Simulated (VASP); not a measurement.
A run of VASP 6.6.1:

Contents of INCAR:

```
SYSTEM = NaCl
ALGO     = Normal         ! electronic algorithm
EDIFF    = 1E-6           ! SCF threshold, eV
ENCUT    = 500            ! plane-wave cutoff, eV
GGA      = PE             ! functional
GGA_COMPAT= .FALSE.      
ISIF     = 2              ! what is computed and relaxed
ISMEAR   = -1             ! smearing method
LASPH    = .TRUE.         ! aspherical terms in the spheres
LCHARG   = .TRUE.         ! write CHGCAR
LELF     = .TRUE.         ! ELF
LREAL    = .FALSE.        ! projectors in reciprocal space
LVHAR    = .TRUE.       
LWAVE    = .FALSE.        ! write WAVECAR
NBANDS   = 14             ! bands
NELM     = 120            ! most SCF steps
PREC     = Accurate       ! precision mode
SIGMA    = 0.02           ! smearing width, eV
```

The input KPOINTS:

```
k-points
0
G
  8 8 8
  0 0 0
```

File POSCAR:

```
NaCl
1.0
    2.8021129234      0.0000000000      0.0000000000
    0.0000000000      2.8021129234      0.0000000000
    0.0000000000      0.0000000000      2.8021129234
Na Cl
1 1
Direct
    0.0000000000      0.0000000000      0.0000000000
    0.5000000000      0.5000000000      0.5000000000
```

Potentials or basis: VASP PAW PBE potentials, release 64 (Na_pv, Cl).

Command:

```console
$ cat potpaw_PBE.64/Na_pv/POTCAR potpaw_PBE.64/Cl/POTCAR > POTCAR
$ mpirun -np 1 vasp_std > vasp.out
```

Hardware: 1 thread of Intel(R) Xeon(R) 6975P-C (Granite Rapids) (shared host).

Problem. How long does it take, and how much memory?

Solution. Run time: 6.1 s on 1 thread of Intel(R) Xeon(R) 6975P-C (Granite Rapids), on a shared host, peak memory 0.12 GiB. Counts: scf iterations 12, k points 35.
